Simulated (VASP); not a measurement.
# Ta4H3 in VASP: a series of runs

Runs on Ta4H3. Level: PBE. Tasks: single point.

Everything below comes from runs of VASP 6.6.1. Logs are shortened: lines on timing, memory, paths and dates and some standing lists are left out, and cuts for length are marked.

## (1) The cell of the first run

The structure is hexagonal, space group P6/mmm (No. 191). The conventional cell has a = 4.557 Å, b = 4.557 Å, c = 5.306 Å, α = 90.00°, β = 90.00°, γ = 120.00°. Ta (site symmetry 6mm) has 6 H at 2.63 Å and 8 Ta at 2.64 to 2.95 Å within 3.5 Å. Ta (site symmetry -6m2) has 9 Ta at 2.63 to 2.95 Å and 6 H at 2.96 Å within 3.5 Å. Within 3.0 Å of H (site symmetry mmm) lie 4 H at 2.28 Å and 8 Ta at 2.63 to 2.96 Å.

The cell was generated, and may not be a known phase.

## (2) Single point, PBE

The input, INCAR:

```
PREC = Accurate
ENCUT = 500
EDIFF = 1E-6
ISMEAR = 0
SIGMA = 0.2
LREAL = F
LASPH = T
NELM = 120
ALGO = Normal
ISIF = 2
LWAVE = F
LCHARG = F
GGA = PE
NBANDS = 32
GGA_COMPAT = F
```

The input, KPOINTS:

```
Automatic mesh
0
Gamma
  4 4 3
```

The input, POSCAR:

```
Ta4H3
1.0
    4.5568909092      0.0000000026      0.0000000000
   -2.2784454569      3.9463832884      0.0000000000
    0.0000000000      0.0000000000      5.3064388572
Ta H
4 3
Direct
    0.0000000000      0.0000000000      0.2489186855
    0.0000000000      0.0000000000      0.7510813145
    0.3333333333      0.6666666667      0.5000000000
    0.6666666667      0.3333333333      0.5000000000
    0.0000000000      0.5000000000      0.0000000000
    0.5000000000      0.0000000000      0.0000000000
    0.5000000000      0.5000000000      0.0000000000
```

Potentials or basis: VASP PAW PBE potentials, release 64 (Ta_pv, H).

Started as:

```sh
cat potpaw_PBE.64/Ta_pv/POTCAR potpaw_PBE.64/H/POTCAR > POTCAR
mpirun -np 1 vasp_std > vasp.out
```

OUTCAR:

```text
PREC = Accurate
   ENCUT = 500
   EDIFF = 1E-6
   ISMEAR = 0
   LREAL = F
   LASPH = T
   NELM = 120
   ISIF = 2
   GGA = PE

 ion  position               nearest neighbor table
   1  0.000  0.000  0.249-   2 2.64   2 2.66   3 2.95   4 2.95   4 2.95   3 2.95   4 2.95   3 2.95

   2  0.000  0.000  0.751-   1 2.64   1 2.66   4 2.95   3 2.95   4 2.95   3 2.95   4 2.95   3 2.95

   3  0.333  0.667  0.500-   4 2.63   4 2.63   4 2.63   1 2.95   2 2.95   2 2.95   1 2.95   2 2.95
                             1 2.95
   4  0.667  0.333  0.500-   3 2.63   3 2.63   3 2.63   1 2.95   2 2.95   1 2.95   2 2.95   1 2.95
                             2 2.95
   5  0.000  0.500  0.000-
   6  0.500  0.000  0.000-
   7  0.500  0.500  0.000-

  LATTYP: Found a hexagonal cell.
 ALAT       =     4.5568909092
 C/A-ratio  =     1.1644867000

  Lattice vectors:

 A1 = (   4.5568909092,   0.0000000026,   0.0000000000)
 A2 = (  -2.2784454569,   3.9463832884,   0.0000000000)
 A3 = (   0.0000000000,   0.0000000000,   5.3064388572)

Analysis of symmetry for initial positions (statically):
=====================================================================
 Subroutine PRICEL returns:
 Original cell was already a primitive cell.

 Routine SETGRP: Setting up the symmetry group for a
 hexagonal supercell.

 Subroutine GETGRP returns: Found 24 space group operations
 (whereof 24 operations were pure point group operations)
 out of a pool of 24 trial point group operations.

The static configuration has the point symmetry D_6h.

Analysis of symmetry for dynamics (positions and initial velocities):
=====================================================================
 Subroutine PRICEL returns:
 Original cell was already a primitive cell.

 Routine SETGRP: Setting up the symmetry group for a
 hexagonal supercell.

 Subroutine GETGRP returns: Found 24 space group operations
 (whereof 24 operations were pure point group operations)
 out of a pool of 24 trial point group operations.

The dynamic configuration has the point symmetry D_6h.

 Subroutine INISYM returns: Found 24 space group operations
 (whereof 24 operations are pure point group operations),
 and found     1 'primitive' translations

----------------------------------------------------------------------------------------

                                     Primitive cell

  volume of cell :      95.4270

  direct lattice vectors                    reciprocal lattice vectors
     4.556890909  0.000000003  0.000000000     0.219447869  0.126698286  0.000000000
    -2.278445457  3.946383288  0.000000000    -0.000000000  0.253396573  0.000000000
     0.000000000  0.000000000  5.306438857     0.000000000  0.000000000  0.188450301

  length of vectors
     4.556890909  4.556890909  5.306438857     0.253396573  0.253396573  0.188450301

  position of ions in fractional coordinates (direct lattice)
     0.000000000  0.000000000  0.248918686
     0.000000000  0.000000000  0.751081314
     0.333333333  0.666666667  0.500000000
     0.666666667  0.333333333  0.500000000
     0.000000000  0.500000000  0.000000000
     0.500000000  1.000000000  0.000000000
     0.500000000  0.500000000  0.000000000

  ion indices of the primitive-cell ions
   primitive index   ion index
                 1           1
                 2           2
                 3           3
                 4           4
                 5           5
                 6           6
                 7           7

----------------------------------------------------------------------------------------

 KPOINTS: Automatic mesh

Automatic generation of k-mesh.
 Grid dimensions read from file:
 generate k-points for:    4    4    3

 Generating k-lattice:

  Cartesian coordinates                     Fractional coordinates (reciprocal lattice)
     0.054861967  0.031674572  0.000000000     0.250000000  0.000000000  0.000000000
    -0.000000000  0.063349143  0.000000000    -0.000000000  0.250000000  0.000000000
     0.000000000  0.000000000  0.062816767     0.000000000  0.000000000  0.333333333

  Length of vectors
     0.063349143  0.063349143  0.062816767

  Shift w.r.t. Gamma in fractional coordinates (k-lattice)
     0.000000000  0.000000000  0.000000000

 Subroutine IBZKPT returns following result:
 ===========================================

 Found      8 irreducible k-points:

 Following reciprocal coordinates:
            Coordinates               Weight
  0.000000  0.000000  0.000000      1.000000
  0.250000  0.000000  0.000000      6.000000
  0.500000  0.000000  0.000000      3.000000
  0.250000  0.250000  0.000000      6.000000
  0.000000  0.000000  0.333333      2.000000
  0.250000  0.000000  0.333333     12.000000
  0.500000  0.000000  0.333333      6.000000
  0.250000  0.250000  0.333333     12.000000
   k-points           NKPTS =      8   k-points in BZ     NKDIM =      8   number of bands    NBANDS=     32
   number of dos      NEDOS =    301   number of ions     NIONS =      7
   total plane-waves  NPLWV =  51840
   dimension x,y,z NGX =    36 NGY =   36 NGZ =   40
   dimension x,y,z NGXF=    72 NGYF=   72 NGZF=   80
   ions per type =               4   3
   NGX,Y,Z   is equivalent  to a cutoff of  13.13, 13.13, 12.53 a.u.
   NGXF,Y,Z  is equivalent  to a cutoff of  26.27, 26.27, 25.06 a.u.
 SYSTEM =  unknown system
   PREC   = accura    normal or accurate (medium, high low for compatibility)
   ISTART =      0    job   : 0-new  1-cont  2-samecut
   ICHARG =      2    charge: 1-file 2-atom 10-const
   ISPIN  =      1    spin polarized calculation?
   LNONCOLLINEAR =      F non collinear calculations
   LSORBIT =      F    spin-orbit coupling
   LASPH  =      T    aspherical Exc in radial PAW
   ENCUT  =  500.0 eV  36.75 Ry    6.06 a.u.   8.31  8.31  9.67*2*pi/ulx,y,z
   NELM   =    120;   NELMIN=  2; NELMDL= -5     # of ELM steps
   EDIFF  = 0.1E-05   stopping-criterion for ELM
   LREAL  =      F    real-space projection
   EDIFFG = 0.1E-04   stopping-criterion for IOM
   NSW    =      0    number of steps for IOM
   IBRION =     -1    ionic relax: 0-MD 1-quasi-New 2-CG
   NFREE  =      0    steps in history (QN), initial steepest desc. (CG)
   ISIF   =      2    stress and relaxation
   ISYM   =      2    0-nonsym 1-usesym 2-fastsym
   POTIM  = 0.5000    time-step for ionic-motion
   TEBEG  =    0.0;   TEEND  =   0.0 temperature during run
   PSTRESS=    0.0 pullay stress
   NELECT =      47.0000    total number of electrons
   NUPDOWN=      -1.0000    fix difference up-down
   EMIN   =  10.00;   EMAX   =-10.00  energy-range for DOS
   EFERMI =   0.00;   METHOD = LEGACY
   ISMEAR =     0;   SIGMA  =   0.20  broadening in eV -4-tet -1-fermi 0-gaus
   EFERMI_NEDOS =   21; number of points for ismear=-14 and -15
   IALGO  =     38    algorithm
   IMIX   =      4    mixing-type and parameters
     AMIX     =   0.40;   BMIX     =  1.00
     AMIX_MAG =   1.60;   BMIX_MAG =  1.00
  volume/ion in A,a.u.               =      13.63        92.00
  Fermi-wavevector in a.u.,A,eV,Ry     =   1.292857  2.443145 22.741849  1.671479
  Thomas-Fermi vector in A             =   2.424539
   LORBIT       =      0    0 simple, 1 ext, 2 COOP (PROOUT), +10 PAW based schemes
   GGA     = PE    functional components
   LHFCALC =     F    Hartree Fock is set to
   AEXX    =    0.0000 exact exchange contribution
   IVDW    =     0    specifies the selected vdW correction
   LEPSILON=     F    determine dielectric tensor
   LRPA    =     F    only Hartree local field effects (RPA)
 non-spin polarized calculation
 Gauss-broadening in eV      SIGMA  =   0.20
  energy-cutoff  :      500.00
  volume of cell :       95.43
 maximum number of plane-waves:      2434
 NGX is ok and might be reduce to    36
   NGX = 17   NGY = 17   NGZ = 19

 number of electron      46.9999995 magnetization

 Free energy of the ion-electron system (eV)
  ---------------------------------------------------
  ext. energy  EPLUGINS =         0.00000000
  ---------------------------------------------------
  free energy    TOTEN  =       -50.55160143 eV

  energy without entropy =      -50.44923654  energy(sigma->0) =      -50.50041899

 E-fermi :   4.0420     XC(G=0): -11.4585

 val. band max:        4.0002738995   @ k =   0.2500   0.0000   0.3333
 cond. band min:       4.0432082159   @ k =   0.5000   0.0000   0.0000
 fundamental gap:      0.0429343164
 Fermi energy:         4.0419758471

 k-point     1 :       0.0000    0.0000    0.0000
  band No.  band energies     occupation
      1     -30.7096      2.00000
      2     -30.5789      2.00000
      3     -30.5789      2.00000
      4     -30.3020      2.00000
      5     -30.3020      2.00000
      6     -30.2739      2.00000
[... 24 lines left out ...]
     31       7.1013      0.00000
     32       7.1013      0.00000

 k-point     2 :       0.2500    0.0000    0.0000
  band No.  band energies     occupation
      1     -30.7859      2.00000
      2     -30.7510      2.00000
      3     -30.5365      2.00000
      4     -30.3301      2.00000
      5     -30.1136      2.00000
      6     -30.0860      2.00000
[... 24 lines left out ...]
     31       7.9957      0.00000
     32       8.5419      0.00000
[... 173 lines left out ...]
     31       7.4253      0.00000
     32       7.9027      0.00000

 k-point     8 :       0.2500    0.2500    0.3333
  band No.  band energies     occupation
      1     -30.8347      2.00000
      2     -30.5156      2.00000
      3     -30.3684      2.00000
      4     -30.3213      2.00000
      5     -30.2032      2.00000
      6     -30.1142      2.00000
[... 24 lines left out ...]
     31       7.5690      0.00000
     32       7.6151      0.00000

------------------------ aborting loop because EDIFF is reached ----------------------------------------

  FORCE on cell =-STRESS in cart. coord.  units (eV):
  Direction    XX          YY          ZZ          XY          YZ          ZX
  --------------------------------------------------------------------------------------
  -------------------------------------------------------------------------------------
  Total       -0.0409344     -0.0409344      0.3249300      0.0000000     -0.0000000      0.0000000
  in kB       -0.6872702     -0.6872702      5.4554345      0.0000000     -0.0000000      0.0000000
  external PRESSURE =       1.3602980 kB  Pullay stress =       0.0000000 kB

 VOLUME and BASIS-vectors are now :
 -----------------------------------------------------------------------------
  energy-cutoff  :      500.00
  volume of cell :       95.43
      direct lattice vectors                 reciprocal lattice vectors
     4.556890909  0.000000003  0.000000000     0.219447869  0.126698286  0.000000000
    -2.278445457  3.946383288  0.000000000    -0.000000000  0.253396573  0.000000000
     0.000000000  0.000000000  5.306438857     0.000000000  0.000000000  0.188450301

 POSITION                                       TOTAL-FORCE (eV/Angst)
 -----------------------------------------------------------------------------------
      0.00000      0.00000      1.32087         0.000000     -0.000000      0.018196
      0.00000      0.00000      3.98557         0.000000     -0.000000     -0.018196
     -0.00000      2.63092      2.65322         0.000000     -0.000000      0.000000
      2.27845      1.31546      2.65322        -0.000000      0.000000     -0.000000
     -1.13922      1.97319      0.00000         0.000000     -0.000000      0.000000
      2.27845      0.00000      0.00000         0.000000     -0.000000      0.000000
      1.13922      1.97319      0.00000         0.000000     -0.000000      0.000000
 -----------------------------------------------------------------------------------
    total drift:                                0.000000     -0.000000     -0.000000

  FREE ENERGIE OF THE ION-ELECTRON SYSTEM (eV)
  ---------------------------------------------------
  free  energy   TOTEN  =       -50.5516014314 eV

  energy  without entropy=      -50.4492365424  energy(sigma->0) =      -50.50041899
```

It took 42 s on 1 thread of Intel Xeon 8259CL, shared host; peak memory 0.22 GiB.

Results:

```yaml
Free_energy: -50.5516 eV
Pressure: 0.1 GPa
Largest_force: 0.018 eV/Å
Band_gap_on_the_k_mesh: zero (an odd number of electrons rules out a gap without spin polarisation)
```

Forces on the atoms (eV/Å):
```
Ta   0.000  0.000  0.018
Ta   0.000  0.000 -0.018
Ta   0.000  0.000  0.000
Ta   0.000  0.000  0.000
H    0.000  0.000  0.000
H    0.000  0.000  0.000
H    0.000  0.000  0.000
```

Stress tensor (GPa, compression positive):
```
-0.07  0.00  0.00
 0.00 -0.07  0.00
 0.00  0.00  0.55
```

Caveat: the k points lie up to 0.40 Å⁻¹ apart, too coarse for converged energies and pressures of a metal; spin-orbit coupling is left out, which moves the levels of the heavy elements; an odd number of electrons without spin polarisation forces a metal; a magnetic or distorted state may lie lower.

## (3) Single point, PBE

This run uses another cell than the first one, of 15.86 Å³/atom.

The input, INCAR:

```
SYSTEM = Ta4H3
ALGO = Normal ; EDIFF = 1E-6
ENCUT = 500 ; GGA = PE
GGA_COMPAT = .FALSE. ; ISIF = 2
ISMEAR = 0 ; LASPH = .TRUE.
LCHARG = .FALSE. ; LREAL = .FALSE.
LWAVE = .FALSE. ; NBANDS = 32
NELM = 120 ; PREC = Accurate
SIGMA = 0.2
```

The input, KPOINTS:

```
k-points
0
G
  4 4 3
  0 0 0
```

The input, POSCAR:

```
Ta4H3
1.0
    4.7012848282      0.0000000000      0.0000000000
   -2.3506424141      4.0714320917      0.0000000000
    0.0000000000      0.0000000000      5.7983721314
Ta H
4 3
Direct
    0.3333333333      0.6666666667      0.2401731415
    0.3333333333      0.6666666667      0.7598268585
    0.6666666667      0.3333333333      0.7598268585
    0.6666666667      0.3333333333      0.2401731415
    0.5110042312      0.0000000000      0.5000000000
    0.0000000000      0.5110042312      0.5000000000
    0.4889957688      0.4889957688      0.5000000000
```

Potentials or basis: VASP PAW PBE potentials, release 64 (Ta_pv, H).

Started as:

```sh
cat potpaw_PBE.64/Ta_pv/POTCAR potpaw_PBE.64/H/POTCAR > POTCAR
mpirun -np 1 vasp_std > vasp.out
```

Run time: 39 s. Hardware: 1 thread of Intel Xeon 8259CL, shared host; peak memory 0.23 GiB.

It converged, with:

```yaml
Free_energy: -51.9580 eV
Pressure: 0.2 GPa
Largest_force: 0.022 eV/Å
Band_gap_on_the_k_mesh: zero (an odd number of electrons rules out a gap without spin polarisation)
```

Forces on the atoms (eV/Å):
```
Ta   0.000  0.000 -0.022
Ta   0.000  0.000  0.022
Ta   0.000  0.000  0.022
Ta   0.000  0.000 -0.022
H   -0.006  0.000  0.000
H    0.003 -0.006  0.000
H    0.003  0.006  0.000
```

Stress tensor (GPa, compression positive):
```
0.11 0.00 0.00
0.00 0.11 0.00
0.00 0.00 0.33
```

Levels at points of the mesh, in eV from the Fermi level:
```csv
k point,band 20,band 21,band 22,band 23,band 24,band 25,band 26,band 27
"(0.00, 0.00, 0.00)",-0.35,-0.35,-0.19,-0.19,1.02,1.02,1.21,1.21
"(0.50, 0.00, 0.00)",-1.13,-0.99,-0.92,-0.37,-0.12,1.21,1.77,1.99
```

Caveat: the k points lie up to 0.39 Å⁻¹ apart, too coarse for converged energies and pressures of a metal; spin-orbit coupling is left out, which moves the levels of the heavy elements; an odd number of electrons without spin polarisation forces a metal; a magnetic or distorted state may lie lower.

## (4) Single point, PBE

This run uses another cell than the first one, of 16.75 Å³/atom.

The input, INCAR:

```
PREC = Accurate
ENCUT = 500
EDIFF = 1E-6
ISMEAR = 0
SIGMA = 0.2
LREAL = False
LASPH = True
NELM = 120
ALGO = Normal
ISIF = 2
LWAVE = False
LCHARG = False
GGA = PE
NBANDS = 32
GGA_COMPAT = False
```

The input, KPOINTS:

```
Automatic mesh
0
Gamma
  4 4 3
```

The input, POSCAR:

```
Ta4H3
1.0
    5.2498207934     -0.0000000036      0.0000000000
   -2.6249103936      4.5464781742      0.0000000000
    0.0000000000      0.0000000000      4.9117508136
Ta H
4 3
Direct
    0.5000000000      0.0000000000      0.0000000000
    0.0000000000      0.5000000000      0.0000000000
    0.5000000000      0.5000000000      0.0000000000
    0.0000000000      0.0000000000      0.5000000000
    0.0000000000      0.0000000000      0.1693692612
    0.0000000000      0.0000000000      0.8306307388
    0.0000000000      0.0000000000      0.0000000000
```

Started as:

```sh
cat potpaw_PBE.64/Ta_pv/POTCAR potpaw_PBE.64/H/POTCAR > POTCAR
mpirun -np 1 vasp_std > vasp.out
```

Run time: 63 s. Hardware: 1 thread of Intel Xeon 8259CL, shared host; peak memory 0.24 GiB.

It converged, with:

* Free energy: -45.1901 eV
* Pressure: 0.2 GPa
* Largest force: 0.026 eV/Å
* Band gap on the k mesh: zero (an odd number of electrons rules out a gap without spin polarisation)

Forces in eV/Å, atoms in the order of the input:
```
Ta   0.000  0.000  0.000
Ta   0.000  0.000  0.000
Ta   0.000  0.000  0.000
Ta   0.000  0.000  0.000
H    0.000  0.000 -0.026
H    0.000  0.000  0.026
H    0.000  0.000  0.000
```

Levels at points of the mesh, in eV from the Fermi level:
```tsv
k point	band 19	band 20	band 21	band 22	band 23	band 24	band 25	band 26	band 27	band 28
(0.00, 0.00, 0.00)	-2.45	-1.95	-1.95	-0.47	-0.28	-0.28	1.69	1.69	2.41	2.41
(0.50, 0.00, 0.00)	-1.47	-1.20	-1.19	-0.87	-0.06	0.05	0.18	0.38	1.11	1.13
```

Caveat: the k points lie up to 0.43 Å⁻¹ apart, too coarse for converged energies and pressures of a metal; spin-orbit coupling is left out, which moves the levels of the heavy elements; an odd number of electrons without spin polarisation forces a metal; a magnetic or distorted state may lie lower.

## (5) Overview

```csv
cell,gap on the mesh (eV),pressure (GPa),largest force (eV/Å)
"a = 4.557, b = 4.557, c = 5.306 Å, angles 90.0, 90.0, 120.0°, 7 atoms, atomic positions A",none,0.1,0.02
"a = 4.701, b = 4.701, c = 5.798 Å, angles 90.0, 90.0, 120.0°, 7 atoms, atomic positions B",none,0.2,0.02
"a = 5.250, b = 5.250, c = 4.912 Å, angles 90.0, 90.0, 120.0°, 7 atoms, atomic positions C",none,0.2,0.03
```

Alike in all rows: task single point; level PBE; potentials or basis VASP PAW PBE potentials, release 64 (Ta_pv, H); no spin polarisation; k mesh 4 × 4 × 3; cutoff (eV) 500; smearing gaussian 0.2 eV.

Caveats: all runs use coarse meshes; spin-orbit coupling is left out, which moves the levels of the heavy elements; an odd number of electrons without spin polarisation forces a metal; a magnetic or distorted state may lie lower.

Absolute energies hang on the potentials; compare differences alone.

The gap in the log of VASP goes by the Fermi energy; the results here count the filled bands.